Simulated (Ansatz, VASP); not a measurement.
AlN in VASP and in Ansatz

```
CELL_PARAMETERS angstrom
-1.65675 2.86957 0.00000
0.00000 0.00000 4.18746
4.97025 2.86957 0.00000
ATOMIC_POSITIONS crystal
Al 0.42904 0.75000 0.19372
Al 0.00000 0.75000 0.66667
Al 0.00000 0.25000 0.33333
Al 0.50000 0.25000 0.83333
N 0.50000 0.25000 0.16667
N 0.00000 0.25000 0.66667
N 0.00000 0.75000 0.33333
N 0.50000 0.75000 0.83333
```

Alike in both runs: task single point; functional PBE; k mesh 8 × 6 × 4; occupations gaussian, width 0.05 eV; no spin polarisation.

```csv
,VASP,Ansatz
version,VASP 6.6.1,Ansatz 0.2.0
potentials or method,"VASP PAW PBE potentials, release 64 (Al, N), cutoff 520 eV","scalar-relativistic, plane waves, PAW"
valence electrons in the cell,32,32
```

|  | VASP | Ansatz | Ansatz less VASP |
| --- | --- | --- | --- |
| gap on the k mesh at the Fermi level (eV) | 3.12 | 3.12 | -0.009 |
| least direct gap on the mesh (eV) | 3.12 | 3.12 | -0.009 |
| pressure (GPa) | 4.2 | 4.3 | +0.16 |
| traceless stress, the component that is largest in VASP (GPa) | -8.87 | -8.84 | +0.033 |
| rms of the force components (eV/Å) | 2.138 | 2.132 | -0.0055 |

Atom by atom the forces differ by 0.006 eV/Å (rms over components). With one functional, cell and mesh, what is left measures potentials, basis and numerics.
